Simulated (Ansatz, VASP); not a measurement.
Two plane-wave programs on Li5Cl3

```
Li Cl
1.0
     7.73993    0.00000    0.00000
    -3.86997    6.70298    0.00000
     0.00000    0.00000    4.54486
Li Cl
5 3
Direct
  0.50000 0.00000 0.00000
  0.00000 0.50000 0.00000
  0.50000 0.50000 0.00000
  0.00000 0.00000 0.25141
  0.00000 0.00000 0.74859
  0.50000 0.00000 0.50000
  0.00000 0.50000 0.50000
  0.50000 0.50000 0.50000
```

Alike in both runs: functional PBE; k mesh 6 × 6 × 4; occupations gaussian, width 0.1 eV; no spin polarisation.

Ansatz relaxed the structure, and its values are those at the end. VASP's run is a single point on that final structure, the one shown.

|  | VASP | Ansatz |
| --- | --- | --- |
| version | VASP 6.6.1 | Ansatz 0.2.0 |
| potentials or method | VASP PAW PBE potentials, release 64 (Li_sv, Cl), cutoff 520 eV | scalar-relativistic, plane waves, PAW |
| valence electrons in the cell | 36 | 36 |

VASP gave:

| Item | Value |
| --- | --- |
| gap on the k mesh at the Fermi level (eV) | 0.17 |
| least direct gap on the mesh (eV) | 0.17 |
| rms of the force components (eV/Å) | 0.008 |

Task: What did Ansatz give for the same quantities?

Result: gap on the k mesh at the Fermi level (eV): 0.16; least direct gap on the mesh (eV): 0.16; rms of the force components (eV/Å): 0.004.

Noted on VASP's run: the cutoff is under 1.25 times that of the potentials, so the pressure is a little rough.
